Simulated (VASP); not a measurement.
# Ti in VASP: relaxation of the atoms with PBE+D3(BJ)

Aim: the relaxation of the atoms of Ti with PBE+D3(BJ).

Program: VASP 6.6.1. These are calculated values, not measurements. Logs are shortened: lines on timing, memory, paths and dates and some standing lists are left out, and cuts for length are marked.

## (1) The cell of the first run

The cell holds a slab with vacuum, 16 atoms: a = 5.710 Å, b = 5.710 Å, c = 23.057 Å, α = 90.00°, β = 90.00°, γ = 90.00°.

## (2) Relaxation of the atoms, PBE+D3(BJ)

Contents of INCAR:

```
PREC = Accurate
ENCUT = 520
EDIFF = 1E-7
ISMEAR = 0
SIGMA = 0.1
LREAL = Auto
LASPH = True
NELM = 60
ALGO = Normal
ISIF = 2
LWAVE = False
LCHARG = False
LDIPOL = True
IDIPOL = 3
DIPOL = 0.5 0.5 0.500
GGA = PE
IVDW = 12
IBRION = 2
NSW = 90
EDIFFG = -0.03
KPAR = 4
```

Contents of KPOINTS:

```
Automatic mesh
0
Gamma
  5 5 1
```

Contents of POSCAR:

```
Ti
1.0
    5.7102790052      0.0000000000      0.0000000000
    0.0000000000      5.7102790052      0.0000000000
    0.0000000000      0.0000000000     23.0566655106
Ti
16
Selective dynamics
Direct
    0.2500000000      0.2500000000      0.3686569507  F F F
    0.2500000000      0.7500000000      0.3686569507  F F F
    0.7500000000      0.2500000000      0.3686569507  F F F
    0.7500000000      0.7500000000      0.3686569507  F F F
    0.5000000000      0.5000000000      0.4562189836  F F F
    0.5000000000      0.0000000000      0.4562189836  F F F
    0.0000000000      0.5000000000      0.4562189836  F F F
    0.0000000000      0.0000000000      0.4562189836  F F F
    0.7500000000      0.7500000000      0.5437810164  T T T
    0.7500000000      0.2500000000      0.5437810164  T T T
    0.2500000000      0.7500000000      0.5437810164  T T T
    0.2500000000      0.2500000000      0.5437810164  T T T
    0.0000000000      0.0000000000      0.6313430493  T T T
    0.0000000000      0.5000000000      0.6313430493  T T T
    0.5000000000      0.0000000000      0.6313430493  T T T
    0.5000000000      0.5000000000      0.6313430493  T T T
```

Potentials or basis: VASP PAW PBE potentials, release 64 (Ti_sv).

Run with:

```sh
> cat potpaw_PBE.64/Ti_sv/POTCAR > POTCAR
> mpirun -np 4 vasp_std > vasp.out
```

OUTCAR:

```text
PREC = Accurate
   ENCUT = 520
   EDIFF = 1E-7
   ISMEAR = 0
   LREAL = Auto
   LASPH = True
   NELM = 60
   ISIF = 2
   GGA = PE
   IVDW = 12
   IBRION = 2
   NSW = 90
   EDIFFG = -0.03
 IVDW          = 12

 ion  position               nearest neighbor table
   1  0.250  0.250  0.369-   2 2.86   3 2.86   2 2.86   3 2.86   7 2.86   8 2.86   5 2.86   6 2.86

   2  0.250  0.750  0.369-   1 2.86   4 2.86   1 2.86   4 2.86   7 2.86   8 2.86   5 2.86   6 2.86

   3  0.750  0.250  0.369-   1 2.86   4 2.86   4 2.86   1 2.86   7 2.86   8 2.86   5 2.86   6 2.86
[... 33 lines left out ...]
 A1 = (   5.7102790052,   0.0000000000,   0.0000000000)
 A2 = (   0.0000000000,   5.7102790052,   0.0000000000)
 A3 = (   0.0000000000,   0.0000000000,  23.0566655106)

Analysis of symmetry for initial positions (statically):
=====================================================================
 Subroutine PRICEL returns following result:

  LATTYP: Found a simple tetragonal cell.
 ALAT       =     2.8551395026
 C/A-ratio  =     8.0754952567
[... 12 lines left out ...]
 Subroutine GETGRP returns: Found 16 space group operations
 (whereof  8 operations were pure point group operations)
 out of a pool of 16 trial point group operations.

The static configuration has the point symmetry C_4v.
 The point group associated with its full space group is D_4h.

Analysis of symmetry for dynamics (positions and initial velocities):
=====================================================================
 Subroutine PRICEL returns following result:

  LATTYP: Found a simple tetragonal cell.
 ALAT       =     2.8551395026
 C/A-ratio  =     8.0754952567
[... 12 lines left out ...]
 Subroutine GETGRP returns: Found 16 space group operations
 (whereof  8 operations were pure point group operations)
 out of a pool of 16 trial point group operations.

The dynamic configuration has the point symmetry C_4v.
 The point group associated with its full space group is D_4h.

Analysis of constrained symmetry for selective dynamics:
=====================================================================
 Subroutine PRICEL returns following result:

  LATTYP: Found a simple tetragonal cell.
 ALAT       =     2.8551395026
 C/A-ratio  =     8.0754952567
[... 12 lines left out ...]
 Subroutine GETGRP returns: Found  8 space group operations
 (whereof  8 operations were pure point group operations)
 out of a pool of 16 trial point group operations.

The constrained configuration has the point symmetry C_4v.

 Subroutine INISYM returns: Found  8 space group operations
 (whereof  8 operations are pure point group operations),
 and found     4 'primitive' translations

----------------------------------------------------------------------------------------

[... 89 lines left out ...]
   NUPDOWN=      -1.0000    fix difference up-down
   EMIN   =  10.00;   EMAX   =-10.00  energy-range for DOS
   EFERMI =   0.00;   METHOD = LEGACY
   ISMEAR =     0;   SIGMA  =   0.10  broadening in eV -4-tet -1-fermi 0-gaus
   EFERMI_NEDOS =   21; number of points for ismear=-14 and -15
   IALGO  =     38    algorithm
   IMIX   =      4    mixing-type and parameters
     AMIX     =   0.40;   BMIX     =  1.00
     AMIX_MAG =   1.60;   BMIX_MAG =  1.00
  volume/ion in A,a.u.               =      46.99       317.09
  Fermi-wavevector in a.u.,A,eV,Ry     =   1.038655  1.962774 14.678036  1.078805
  Thomas-Fermi vector in A             =   2.173150
   LORBIT       =      0    0 simple, 1 ext, 2 COOP (PROOUT), +10 PAW based schemes
   GGA     = PE    functional components
   LHFCALC =     F    Hartree Fock is set to
   AEXX    =    0.0000 exact exchange contribution
   IVDW    =    12    specifies the selected vdW correction
   LEPSILON=     F    determine dielectric tensor
   LRPA    =     F    only Hartree local field effects (RPA)
 conjugate gradient relaxation of ions
 non-spin polarized calculation
 Gauss-broadening in eV      SIGMA  =   0.10
  energy-cutoff  :      520.00
  volume of cell :      751.82
 maximum number of plane-waves:     20263
   NGX = 21   NGY = 21   NGZ = 85

--------------------------------------- Ionic step        1  -------------------------------------------

 number of electron     192.0000097 magnetization

 Free energy of the ion-electron system (eV)
  ---------------------------------------------------
  ext. energy  EPLUGINS =         0.00000000
  ---------------------------------------------------
  free energy    TOTEN  =      -117.57742511 eV

  energy without entropy =     -117.36494242  energy(sigma->0) =     -117.47118376

------------------------ aborting loop because EDIFF is reached ----------------------------------------

 Edisp (eV)   -7.14690

 E8    (eV) :    -3.5278
[... 363 lines left out ...]
  FREE ENERGIE OF THE ION-ELECTRON SYSTEM (eV)
  ---------------------------------------------------
  free  energy   TOTEN  =      -124.8717213299 eV

  energy  without entropy=     -124.6694612447  energy(sigma->0) =     -124.77059129

 dipolmoment           0.000000      0.000000     -0.109986 electrons x Angstroem

--------------------------------------- Ionic step        8  -------------------------------------------

 number of electron     192.0000085 magnetization

 dipolmoment           0.000000      0.000000      0.002082 electrons x Angstroem

 Free energy of the ion-electron system (eV)
  ---------------------------------------------------
  ext. energy  EPLUGINS =         0.00000000
  ---------------------------------------------------
  free energy    TOTEN  =      -117.77711777 eV

  energy without entropy =     -117.58032596  energy(sigma->0) =     -117.67872187

 E-fermi :   0.5840     XC(G=0):  -5.1181

 val. band max:        0.5427959370   @ k =   0.2000   0.0000   0.0000
 cond. band min:       0.5847910264   @ k =   0.4000   0.2000   0.0000
 fundamental gap:      0.0419950894
 Fermi energy:         0.5839622162

 k-point     1 :       0.0000    0.0000    0.0000
  band No.  band energies     occupation
      1     -56.2557      2.00000
      2     -56.2282      2.00000
      3     -56.1961      2.00000
      4     -56.1961      2.00000
      5     -56.1615      2.00000
      6     -56.1615      2.00000
[... 655 lines left out ...]
    107       1.5018      0.00000
    108       1.5018      0.00000
 [bands above 108 left out]

------------------------ aborting loop because EDIFF is reached ----------------------------------------

 vacuum level on the upper side and lower side of the slab       (xc-potential included)        -0.114        -0.125

 Edisp (eV)   -7.09393

 E8    (eV) :    -3.4989

  FORCE on cell =-STRESS in cart. coord.  units (eV):
  Direction    XX          YY          ZZ          XY          YZ          ZX
  --------------------------------------------------------------------------------------
  -------------------------------------------------------------------------------------
  Total     -12.46236   -12.46236    -4.20685     0.00000     0.00000     0.00000
  in kB     -26.55828   -26.55828    -8.96512     0.00000     0.00000     0.00000
  external pressure =      -20.69 kB  Pullay stress =        0.00 kB
[... 31 lines left out ...]
  FREE ENERGIE OF THE ION-ELECTRON SYSTEM (eV)
  ---------------------------------------------------
  free  energy   TOTEN  =      -124.8710458681 eV

  energy  without entropy=     -124.6742540520  energy(sigma->0) =     -124.77264996

 reached required accuracy - stopping structural energy minimisation

 vacuum level on the upper side and lower side of the slab         4.602         4.589
```

OSZICAR:

```text
N       E                     dE             d eps       ncg     rms          rms(c)
DAV:   1     0.254645674048E+04    0.25465E+04   -0.10349E+05  1572   0.170E+03
DAV:   2     0.235204428380E+03   -0.23113E+04   -0.22698E+04  1396   0.559E+02
DAV:   3    -0.663851099388E+02   -0.30159E+03   -0.28954E+03  2173   0.179E+02
[... 178 lines left out ...]
DAV:  19    -0.117777116566E+03   -0.25528E-05   -0.29681E-07  1072   0.131E-03    0.109E-03
DAV:  20    -0.117777116950E+03   -0.38478E-06   -0.47208E-08   952   0.735E-04    0.619E-04
DAV:  21    -0.117777117293E+03   -0.34290E-06   -0.31199E-08   904   0.677E-04    0.101E-04
DAV:  22    -0.117777117702E+03   -0.40840E-06   -0.39632E-08   928   0.555E-04    0.376E-04
DAV:  23    -0.117777117774E+03   -0.72861E-07   -0.72828E-09   792   0.418E-04
   8 F= -.12487105E+03 E0= -.12477265E+03  d E =-.638673E-02
```

CONTCAR:

```text
Ti
   1.00000000000000
     5.7102790052000003    0.0000000000000000    0.0000000000000000
     0.0000000000000000    5.7102790052000003    0.0000000000000000
     0.0000000000000000    0.0000000000000000   23.0566655105999985
  Ti
    16
Selective dynamics
Direct
[... 13 lines left out ...]
     1.0000000000000000    0.5000000000000000    0.6321693032238314   T   T   T
     0.5000000000000000    0.0000000000000000    0.6321693032238314   T   T   T
     0.5000000000000000    0.5000000000000000    0.6321693032238314   T   T   T

  0.00000000E+00  0.00000000E+00  0.00000000E+00
  0.00000000E+00  0.00000000E+00  0.00000000E+00
  0.00000000E+00  0.00000000E+00  0.00000000E+00
  0.00000000E+00  0.00000000E+00  0.00000000E+00
  0.00000000E+00  0.00000000E+00  0.00000000E+00
  0.00000000E+00  0.00000000E+00  0.00000000E+00
[... 8 lines left out ...]
  0.00000000E+00  0.00000000E+00  0.00000000E+00
  0.00000000E+00  0.00000000E+00  0.00000000E+00
```

It took 34 min on 4 MPI ranks of Intel Xeon 6975P-C (Granite Rapids), shared host; peak memory 0.92 GiB.

What came out:

```yaml
Free_energy: -124.8710 eV
Energy_gained_by_relaxing: 9.2 meV/atom
Ionic_steps: 8
Band_gap_on_the_k_mesh: zero (bands 96 and 97 overlap by 0.29 eV)
Dispersion_energy_per_atom: -0.443 eV
```

Step by step:
| step | energy change (eV) | largest force on free atoms (eV/Å) | pressure (GPa) |
| --- | --- | --- | --- |
| 1 | 0.0000 | 0.6496 | -2.06 |
| 2 | -0.0926 | 0.4092 | -1.95 |
| 3 | -0.1404 | 0.0465 | -1.76 |
| 4 | -0.1403 | 0.0639 | -1.75 |
| 5 | -0.1412 | 0.0562 | -1.78 |
| 6 | -0.1434 | 0.0740 | -1.84 |
| 7 | -0.1474 | 0.0445 | -1.90 |
| 8 | -0.1467 | 0.0140 | -2.07 |

Final structure:
```
Ti
1.0
     5.71028    0.00000    0.00000
     0.00000    5.71028    0.00000
     0.00000    0.00000   23.05667
Ti
16
Cartesian
  1.4276 1.4276 8.5000
  1.4276 4.2827 8.5000
  4.2827 1.4276 8.5000
  4.2827 4.2827 8.5000
  2.8551 2.8551 10.5189
  2.8551 0.0000 10.5189
  0.0000 2.8551 10.5189
  0.0000 0.0000 10.5189
  4.2827 4.2827 12.6655
  4.2827 1.4276 12.6655
  1.4276 4.2827 12.6655
  1.4276 1.4276 12.6655
  5.7103 5.7103 14.5757
  5.7103 2.8551 14.5757
  2.8551 0.0000 14.5757
  2.8551 2.8551 14.5757
```

The gap in the log of VASP goes by the Fermi energy; the results here count the filled bands.